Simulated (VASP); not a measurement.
# Nb (I4/mmm) in VASP: a series of runs

Nb is run at these levels: r2SCAN; tasks: single point.

All numbers are computed with VASP 6.6.1; they aren't measurements. Logs are shortened: lines on timing, memory, paths and dates and some standing lists are left out, and cuts for length are marked.

### Step 1. The cell of the first run

It takes space group I4/mmm (No. 139, tetragonal). The conventional cell has a = 2.991 Å, b = 2.991 Å, c = 4.145 Å, α = 90.00°, β = 90.00°, γ = 90.00°. Nb (site symmetry 4/mmm) has 12 Nb at 2.96 to 2.99 Å within 3.9 Å.

### Step 2. Single point, r2SCAN (strain -0.0200 x Voigt [0, 0, 1, 0, 0, 0])

Input file POSCAR:

```
Nb
1.0
    0.0000000000      2.1150000000      2.0727000000
    2.1150000000      0.0000000000      2.0727000000
    2.1150000000      2.1150000000      0.0000000000
Nb
1
Direct
    0.0000000000      0.0000000000      0.0000000000
```

Input file INCAR.step1:

```
SYSTEM = Nb
  PREC = Accurate
  ENCUT = 520
  ISMEAR = 0
  SIGMA = 0.15
  LREAL = .FALSE.
  LASPH = .TRUE.
  NELM = 100
  NBANDS = 12
  GGA = PE
  ALGO = Normal
  EDIFF = 1E-4
  LWAVE = .TRUE.
  LCHARG = .FALSE.
```

Input file INCAR.step2:

```
SYSTEM = Nb
  PREC = Accurate
  ENCUT = 520
  EDIFF = 1E-6
  ISMEAR = 0
  SIGMA = 0.15
  LREAL = .FALSE.
  LASPH = .TRUE.
  NELM = 100
  ALGO = Normal
  ISIF = 2
  LWAVE = .FALSE.
  LCHARG = .FALSE.
  METAGGA = R2SCAN
  LMIXTAU = .TRUE.
  NBANDS = 12
  ISTART = 1
```

Input file KPOINTS:

```
regular mesh
0
G
  20 20 20
  0 0 0
```

Potentials or basis: VASP PAW PBE potentials, release 64 (Nb_sv).

Command:

```sh
cat potpaw_PBE.64/Nb_sv/POTCAR > POTCAR
cp INCAR.step1 INCAR
mpirun -np 1 vasp_std > vasp.out
cp INCAR.step2 INCAR
mpirun -np 1 vasp_std > vasp.out
```

OUTCAR:

```text
SYSTEM = Nb
   PREC = Accurate
   ENCUT = 520
   EDIFF = 1E-6
   ISMEAR = 0
   LREAL = .FALSE.
   LASPH = .TRUE.
   NELM = 100
   ISIF = 2
   METAGGA = R2SCAN
   ISTART = 1

 ion  position               nearest neighbor table
   1  0.000  0.000  0.000-

  LATTYP: Found a body centered tetragonal cell.
 ALAT       =     2.9910616844
 C/A-ratio  =     1.3859292911

  Lattice vectors:

 A1 = (   0.0000000000,  -2.1150000000,  -2.0727000000)
 A2 = (   0.0000000000,   2.1150000000,  -2.0727000000)
 A3 = (   2.1150000000,   0.0000000000,   2.0727000000)

Analysis of symmetry for initial positions (statically):
=====================================================================
 Subroutine PRICEL returns:
 Original cell was already a primitive cell.

 Routine SETGRP: Setting up the symmetry group for a
 body centered tetragonal supercell.

 Subroutine GETGRP returns: Found 16 space group operations
 (whereof 16 operations were pure point group operations)
 out of a pool of 16 trial point group operations.

The static configuration has the point symmetry D_4h.

Analysis of symmetry for dynamics (positions and initial velocities):
=====================================================================
 Subroutine PRICEL returns:
 Original cell was already a primitive cell.

 Routine SETGRP: Setting up the symmetry group for a
 body centered tetragonal supercell.

 Subroutine GETGRP returns: Found 16 space group operations
 (whereof 16 operations were pure point group operations)
 out of a pool of 16 trial point group operations.

The dynamic configuration has the point symmetry D_4h.

 Subroutine INISYM returns: Found 16 space group operations
 (whereof 16 operations are pure point group operations),
 and found     1 'primitive' translations

----------------------------------------------------------------------------------------

                                     Primitive cell

  volume of cell :      18.5433

  direct lattice vectors                    reciprocal lattice vectors
     0.000000000  2.115000000  2.072700000    -0.236406619  0.236406619  0.241231244
     2.115000000  0.000000000  2.072700000     0.236406619 -0.236406619  0.241231244
     2.115000000  2.115000000  0.000000000     0.236406619  0.236406619 -0.241231244

  length of vectors
     2.961302127  2.961302127  2.991061684     0.412272595  0.412272595  0.412272595

  position of ions in fractional coordinates (direct lattice)
     0.000000000  0.000000000  0.000000000

  ion indices of the primitive-cell ions
   primitive index   ion index
                 1           1

----------------------------------------------------------------------------------------

 KPOINTS: regular mesh

Automatic generation of k-mesh.
 Grid dimensions read from file:
 generate k-points for:   20   20   20

 Generating k-lattice:

  Cartesian coordinates                     Fractional coordinates (reciprocal lattice)
    -0.011820331  0.011820331  0.012061562     0.050000000  0.000000000  0.000000000
     0.011820331 -0.011820331  0.012061562     0.000000000  0.050000000  0.000000000
     0.011820331  0.011820331 -0.012061562     0.000000000  0.000000000  0.050000000

  Length of vectors
     0.020613630  0.020613630  0.020613630

  Shift w.r.t. Gamma in fractional coordinates (k-lattice)
     0.000000000  0.000000000  0.000000000

 Subroutine IBZKPT returns following result:
 ===========================================

 Found    641 irreducible k-points:

 Following reciprocal coordinates:
            Coordinates               Weight
  0.000000  0.000000  0.000000      1.000000
  0.050000  0.000000  0.000000      8.000000
  0.100000 -0.000000  0.000000      8.000000
  0.150000  0.000000  0.000000      8.000000
  0.200000 -0.000000  0.000000      8.000000
  0.250000 -0.000000  0.000000      8.000000
[... 16 lines left out ...]
 -0.400000  0.050000  0.000000      8.000000
 -0.350000  0.050000  0.000000      8.000000
 [... further k-points ...]
   k-points           NKPTS =    641   k-points in BZ     NKDIM =    641   number of bands    NBANDS=     12
   number of dos      NEDOS =    301   number of ions     NIONS =      1
   total plane-waves  NPLWV =  13824
   dimension x,y,z NGX =    24 NGY =   24 NGZ =   24
   dimension x,y,z NGXF=    48 NGYF=   48 NGZF=   48
   ions per type =               1
   NGX,Y,Z   is equivalent  to a cutoff of  13.47, 13.47, 13.34 a.u.
   NGXF,Y,Z  is equivalent  to a cutoff of  26.95, 26.95, 26.68 a.u.
 SYSTEM =  Nb
   PREC   = accura    normal or accurate (medium, high low for compatibility)
   ISTART =      1    job   : 0-new  1-cont  2-samecut
   ICHARG =      0    charge: 1-file 2-atom 10-const
   ISPIN  =      1    spin polarized calculation?
   LNONCOLLINEAR =      F non collinear calculations
   LSORBIT =      F    spin-orbit coupling
   LASPH  =      T    aspherical Exc in radial PAW
   ENCUT  =  520.0 eV  38.22 Ry    6.18 a.u.   5.51  5.51  5.56*2*pi/ulx,y,z
   NELM   =    100;   NELMIN=  2; NELMDL=  0     # of ELM steps
   EDIFF  = 0.1E-05   stopping-criterion for ELM
   LREAL  =      F    real-space projection
[... 7 lines left out ...]
   TEBEG  =    0.0;   TEEND  =   0.0 temperature during run
   PSTRESS=    0.0 pullay stress
   NELECT =      13.0000    total number of electrons
   NUPDOWN=      -1.0000    fix difference up-down
   EMIN   =  10.00;   EMAX   =-10.00  energy-range for DOS
   EFERMI =   0.00;   METHOD = LEGACY
   ISMEAR =     0;   SIGMA  =   0.15  broadening in eV -4-tet -1-fermi 0-gaus
   EFERMI_NEDOS =   21; number of points for ismear=-14 and -15
   IALGO  =     38    algorithm
   IMIX   =      4    mixing-type and parameters
     AMIX     =   0.40;   BMIX     =  1.00
     AMIX_MAG =   1.60;   BMIX_MAG =  1.00
  volume/ion in A,a.u.               =      18.54       125.14
  Fermi-wavevector in a.u.,A,eV,Ry     =   1.454321  2.748268 28.776989  2.115049
  Thomas-Fermi vector in A             =   2.571485
   LORBIT       =      0    0 simple, 1 ext, 2 COOP (PROOUT), +10 PAW based schemes
   METAGGA = R2SCAN    functional components
   LHFCALC =     F    Hartree Fock is set to
   AEXX    =    0.0000 exact exchange contribution
   IVDW    =     0    specifies the selected vdW correction
   LEPSILON=     F    determine dielectric tensor
   LRPA    =     F    only Hartree local field effects (RPA)
 non-spin polarized calculation
 Gauss-broadening in eV      SIGMA  =   0.15
  energy-cutoff  :      520.00
  volume of cell :       18.54
 maximum number of plane-waves:       531
 NGX is ok and might be reduce to    24
   NGX = 11   NGY = 11   NGZ = 11

 number of electron      13.0000001 magnetization

 Free energy of the ion-electron system (eV)
  ---------------------------------------------------
  ext. energy  EPLUGINS =         0.00000000
  ---------------------------------------------------
  free energy    TOTEN  =       -24.52365466 eV

  energy without entropy =      -24.50884825  energy(sigma->0) =      -24.51625145

 E-fermi :  11.1351     XC(G=0): -13.4500

 val. band max:       11.1316739628   @ k =  -0.4500   0.2000   0.1000
 cond. band min:      11.1374315124   @ k =  -0.4500   0.2500   0.0000
 fundamental gap:      0.0057575496
 Fermi energy:        11.1350851344

 k-point     1 :       0.0000    0.0000    0.0000
  band No.  band energies     occupation
      1     -45.4810      2.00000
      2     -20.0915      2.00000
      3     -20.0915      2.00000
      4     -20.0894      2.00000
      5       4.4995      2.00000
      6      11.1764      0.69657
      7      11.1764      0.69656
      8      11.4462      0.00336
      9      13.9539      0.00000
     10      14.3004      0.00000
     11      23.3908      0.00000
     12      28.4518      0.00000

 k-point     2 :       0.0500    0.0000    0.0000
  band No.  band energies     occupation
      1     -45.4756      2.00000
      2     -20.1254      2.00000
      3     -20.0962      2.00000
      4     -20.0939      2.00000
      5       4.5993      2.00000
      6      11.1288      1.04720
      7      11.2223      0.41093
      8      11.4568      0.00242
      9      13.9147      0.00000
     10      14.2537      0.00000
     11      23.5962      0.00000
     12      28.1267      0.00000

 k-point     3 :       0.1000   -0.0000    0.0000
  band No.  band energies     occupation
      1     -45.4601      2.00000
      2     -20.2249      2.00000
      3     -20.1096      2.00000
      4     -20.1048      2.00000
      5       4.8885      2.00000
      6      10.9433      1.92948
      7      11.3449      0.04794
      8      11.5482      0.00010
      9      13.8221      0.00000
     10      14.1371      0.00000
     11      24.1633      0.00000
     12      27.2211      0.00000

 k-point     4 :       0.1500    0.0000    0.0000
  band No.  band energies     occupation
      1     -45.4359      2.00000
      2     -20.3778      2.00000
      3     -20.1305      2.00000
      4     -20.1216      2.00000
      5       5.3351      2.00000
      6      10.6735      1.99999
      7      11.4938      0.00072
      8      11.6989      0.00000
      9      13.7516      0.00000
     10      14.0205      0.00000
     11      24.8751      0.00000
     12      26.3215      0.00000

 k-point     5 :       0.2000   -0.0000    0.0000
  band No.  band energies     occupation
      1     -45.4051      2.00000
      2     -20.5669      2.00000
      3     -20.1567      2.00000
      4     -20.1427      2.00000
      5       5.8773      2.00000
      6      10.4346      2.00000
      7      11.5832      0.00002
      8      11.8150      0.00000
      9      13.8155      0.00000
     10      14.0124      0.00000
     11      24.7672      0.00000
     12      26.4024      0.00000
[... 228 lines left out ...]
      1     -45.2561      2.00000
      2     -21.3954      2.00000
      3     -20.2853      2.00000
      4     -20.2618      2.00000
      5       7.1159      2.00000
      6      11.0578      1.53391
      7      11.1059      1.21710
      8      12.2880      0.00000
      9      16.1834      0.00000
     10      16.2121      0.00000
     11      22.2616      0.00000
     12      23.4271      0.00000

 k-point    22 :      -0.4500    0.0500    0.0000
  band No.  band energies     occupation
      1     -45.2582      2.00000
      2     -21.3835      2.00000
      3     -20.2778      2.00000
      4     -20.2669      2.00000
      5       7.1206      2.00000
      6      11.0591      1.52638
      7      11.1190      1.12074
      8      12.2292      0.00000
      9      15.9881      0.00000
     10      16.2886      0.00000
     11      22.2940      0.00000
     12      23.5417      0.00000

 k-point    23 :      -0.4000    0.0500    0.0000
  band No.  band energies     occupation
      1     -45.2711      2.00000
      2     -21.3134      2.00000
      3     -20.2642      2.00000
      4     -20.2619      2.00000
      5       7.1355      2.00000
      6      11.1279      1.05413
      7      11.1896      0.60753
      8      11.8043      0.00000
      9      15.5501      0.00000
     10      16.0923      0.00000
     11      22.4731      0.00000
     12      24.2899      0.00000

 k-point    24 :      -0.3500    0.0500    0.0000
  band No.  band energies     occupation
      1     -45.2935      2.00000
      2     -21.1910      2.00000
      3     -20.2538      2.00000
      4     -20.2392      2.00000
      5       7.1170      2.00000
      6      11.0876      1.34589
      7      11.2566      0.25195
      8      11.4293      0.00554
      9      14.9720      0.00000
     10      15.6993      0.00000
     11      22.8212      0.00000
     12      25.4146      0.00000

 [... further k-points ...]

------------------------ aborting loop because EDIFF is reached ----------------------------------------

  FORCE on cell =-STRESS in cart. coord.  units (eV):
  Direction    XX          YY          ZZ          XY          YZ          ZX
  --------------------------------------------------------------------------------------
  -------------------------------------------------------------------------------------
  Total        0.3551445      0.3551445     -0.3409827      0.0000000     -0.0000000      0.0000000
  in kB       30.6851656     30.6851656    -29.4615607      0.0000000     -0.0000000      0.0000000
  external PRESSURE =      10.6362568 kB  Pullay stress =       0.0000000 kB

 VOLUME and BASIS-vectors are now :
 -----------------------------------------------------------------------------
  energy-cutoff  :      520.00
  volume of cell :       18.54
      direct lattice vectors                 reciprocal lattice vectors
     0.000000000  2.115000000  2.072700000    -0.236406619  0.236406619  0.241231244
     2.115000000  0.000000000  2.072700000     0.236406619 -0.236406619  0.241231244
     2.115000000  2.115000000  0.000000000     0.236406619  0.236406619 -0.241231244

 POSITION                                       TOTAL-FORCE (eV/Angst)
 -----------------------------------------------------------------------------------
      0.00000      0.00000      0.00000         0.000000      0.000000      0.000000
 -----------------------------------------------------------------------------------
    total drift:                               -0.000000      0.000000      0.000000

  FREE ENERGIE OF THE ION-ELECTRON SYSTEM (eV)
  ---------------------------------------------------
  free  energy   TOTEN  =       -24.5236546559 eV

  energy  without entropy=      -24.5088482527  energy(sigma->0) =      -24.51625145
```

Wall time 3.3 min (1 thread of Intel Xeon Platinum 8488C (Sapphire Rapids), shared host); peak memory 0.26 GiB.

What came out:

```
Free energy            : -24.5237 eV
Pressure               : 1.1 GPa
Band gap on the k mesh : zero (an odd number of electrons rules out a gap without spin polarisation)
```

Caveat: the cell differs from its parent crystal (strain -0.0200 x Voigt [0, 0, 1, 0, 0, 0]); the stress differs along the axes, from -3 to 3 GPa; the PAW data sets were made with another functional, which shifts forces and pressure a little.

### Step 3. Single point, r2SCAN (strain -0.0100 x Voigt [0, 0, 1, 0, 0, 0])

Input file POSCAR:

```
Nb
1.0
    0.0000000000      2.1150000000      2.0938500000
    2.1150000000      0.0000000000      2.0938500000
    2.1150000000      2.1150000000      0.0000000000
Nb
1
Direct
    0.0000000000      0.0000000000      0.0000000000
```

Input file INCAR.step1:

```
  PREC = Accurate
  ENCUT = 520
  ISMEAR = 0
  SIGMA = 0.15
  LREAL = F
  LASPH = T
  NELM = 80
  NBANDS = 12
  GGA = PE
  ALGO = Normal
  EDIFF = 1E-4
  LWAVE = T
  LCHARG = F
```

Input file INCAR.step2:

```
  PREC = Accurate
  ENCUT = 520
  EDIFF = 1E-6
  ISMEAR = 0
  SIGMA = 0.15
  LREAL = F
  LASPH = T
  NELM = 80
  ALGO = Normal
  ISIF = 2
  LWAVE = F
  LCHARG = F
  METAGGA = R2SCAN
  LMIXTAU = T
  NBANDS = 12
  ISTART = 1
```

Input file KPOINTS:

```
Automatic mesh
0
Gamma
  20 20 20
```

Potentials or basis: VASP PAW PBE potentials, release 64 (Nb_sv).

Command:

```sh
cat potpaw_PBE.64/Nb_sv/POTCAR > POTCAR
cp INCAR.step1 INCAR
mpirun -np 1 vasp_std > vasp.out
cp INCAR.step2 INCAR
mpirun -np 1 vasp_std > vasp.out
```

It took 3.2 min on 1 thread of Intel Xeon Platinum 8488C (Sapphire Rapids), shared host; peak memory 0.26 GiB.

Results (log left out):

```yaml
Free_energy: -24.5204 eV
Pressure: -0.6 GPa
Band_gap_on_the_k_mesh: zero (an odd number of electrons rules out a gap without spin polarisation)
```

Stress tensor (GPa, compression positive):
```
 0.43  0.00  0.00
 0.00  0.43  0.00
 0.00  0.00 -2.51
```

Levels at points of the mesh, in eV from the Fermi level:
```
           k point  band 3  band 4  band 5  band 6  band 7  band 8  band 9  band 10
(0.00, 0.00, 0.00)  -31.26  -31.26   -6.62    0.09    0.09    0.22    2.87     3.05
(0.50, 0.00, 0.00)  -31.44  -31.42   -4.07   -0.08    0.07    1.26    4.88     4.94
(0.50, 0.50, 0.00)  -31.73  -31.73   -4.25   -3.55    3.77    4.95    5.43     5.43
(0.50, 0.00, 0.50)  -31.72  -31.69   -4.25   -3.53    3.58    4.97    5.38     5.49
```

Caveat: the cell differs from its parent crystal (strain -0.0100 x Voigt [0, 0, 1, 0, 0, 0]); the PAW data sets were made with another functional, which shifts forces and pressure a little.

### Step 4. Single point, r2SCAN (strain -0.0050 x Voigt [0, 0, 1, 0, 0, 0])

Input file POSCAR:

```
Nb
1.0
    0.0000000000      2.1150000000      2.1044250000
    2.1150000000      0.0000000000      2.1044250000
    2.1150000000      2.1150000000      0.0000000000
Nb
1
Direct
    0.0000000000      0.0000000000      0.0000000000
```

Input file INCAR.step1:

```
PREC = Accurate ; ENCUT = 520
ISMEAR = 0 ; SIGMA = 0.15
LREAL = F ; LASPH = T
NELM = 60 ; NBANDS = 12
GGA = PE ; ALGO = Normal
EDIFF = 1E-4 ; LWAVE = T
LCHARG = F
```

Input file INCAR.step2:

```
PREC = Accurate ; ENCUT = 520
EDIFF = 1E-6 ; ISMEAR = 0
SIGMA = 0.15 ; LREAL = F
LASPH = T ; NELM = 60
ALGO = Normal ; ISIF = 2
LWAVE = F ; LCHARG = F
METAGGA = R2SCAN ; LMIXTAU = T
NBANDS = 12 ; ISTART = 1
```

Input file KPOINTS:

```
regular mesh
0
Gamma
  20 20 20
```

Command:

```sh
cat potpaw_PBE.64/Nb_sv/POTCAR > POTCAR
cp INCAR.step1 INCAR
mpirun -np 1 vasp_std > vasp.out
cp INCAR.step2 INCAR
mpirun -np 1 vasp_std > vasp.out
```

It took 3.2 min on 1 thread of Intel Xeon Platinum 8488C (Sapphire Rapids), shared host; peak memory 0.26 GiB.

It converged, with:

* Free energy: -24.5190 eV
* Pressure: -1.4 GPa
* Band gap on the k mesh: zero (an odd number of electrons rules out a gap without spin polarisation)

Stress tensor (GPa, compression positive):
```
-0.88  0.00  0.00
 0.00 -0.88  0.00
 0.00  0.00 -2.32
```

Levels at points of the mesh, in eV from the Fermi level:
```tsv
k point	band 4	band 5	band 6	band 7	band 8	band 9
(0.00, 0.00, 0.00)	-31.28	-6.61	0.11	0.11	0.18	2.90
(0.50, 0.00, 0.00)	-31.44	-4.05	-0.04	0.03	1.23	4.86
(0.50, 0.50, 0.00)	-31.73	-4.23	-3.52	3.67	4.93	5.40
(0.50, 0.00, 0.50)	-31.71	-4.23	-3.51	3.58	4.94	5.37
```

Caveat: the cell differs from its parent crystal (strain -0.0050 x Voigt [0, 0, 1, 0, 0, 0]); the PAW data sets were made with another functional, which shifts forces and pressure a little.

### Step 5. Single point, r2SCAN (strain +0.0050 x Voigt [0, 0, 1, 0, 0, 0])

Input file POSCAR:

```
Nb
1.0
    0.0000000000      2.1150000000      2.1255750000
    2.1150000000      0.0000000000      2.1255750000
    2.1150000000      2.1150000000      0.0000000000
Nb
1
Direct
    0.0000000000      0.0000000000      0.0000000000
```

Input file INCAR.step1:

```
SYSTEM = Nb
ALGO = Normal ; EDIFF = 1E-4
ENCUT = 520 ; GGA = PE
ISMEAR = 0 ; LASPH = .True.
LCHARG = .False. ; LREAL = .False.
LWAVE = .True. ; NBANDS = 12
NELM = 60 ; PREC = Accurate
SIGMA = 0.15
```

Input file INCAR.step2:

```
SYSTEM = Nb
ALGO = Normal ; EDIFF = 1E-7
ENCUT = 520 ; ISIF = 2
ISMEAR = 0 ; ISTART = 1
LASPH = .True. ; LCHARG = .False.
LMIXTAU = .True. ; LREAL = .False.
LWAVE = .False. ; METAGGA = R2SCAN
NBANDS = 12 ; NELM = 60
PREC = Accurate ; SIGMA = 0.15
```

Input file KPOINTS:

```
k-points
0
Gamma
  20 20 20
  0 0 0
```

Command:

```sh
cat potpaw_PBE.64/Nb_sv/POTCAR > POTCAR
cp INCAR.step1 INCAR
mpirun -np 1 vasp_std > vasp.out
cp INCAR.step2 INCAR
mpirun -np 1 vasp_std > vasp.out
```

It took 4.3 min on 1 thread of Intel Xeon Platinum 8488C (Sapphire Rapids), shared host; peak memory 0.26 GiB.

Results (log left out):

```
Free energy            : -24.5165 eV
Pressure               : -3.0 GPa
Band gap on the k mesh : zero (an odd number of electrons rules out a gap without spin polarisation)
```

Stress tensor (GPa, compression positive):
```
-3.48  0.00  0.00
 0.00 -3.48  0.00
 0.00  0.00 -2.12
```

Levels at points of the mesh, in eV from the Fermi level:
| k point | band 4 | band 5 | band 6 | band 7 | band 8 | band 9 |
| --- | --- | --- | --- | --- | --- | --- |
| (0.00, 0.00, 0.00) | -31.31 | -6.58 | 0.09 | 0.16 | 0.16 | 2.87 |
| (0.50, 0.00, 0.00) | -31.46 | -4.01 | -0.03 | 0.04 | 1.20 | 4.80 |
| (0.50, 0.50, 0.00) | -31.73 | -4.17 | -3.46 | 3.48 | 4.88 | 5.33 |
| (0.50, 0.00, 0.50) | -31.74 | -4.17 | -3.47 | 3.58 | 4.87 | 5.30 |

Caveat: the cell differs from its parent crystal (strain +0.0050 x Voigt [0, 0, 1, 0, 0, 0]); the cell stands under tension; the PAW data sets were made with another functional, which shifts forces and pressure a little.

(Continued in part 2 of 2.)
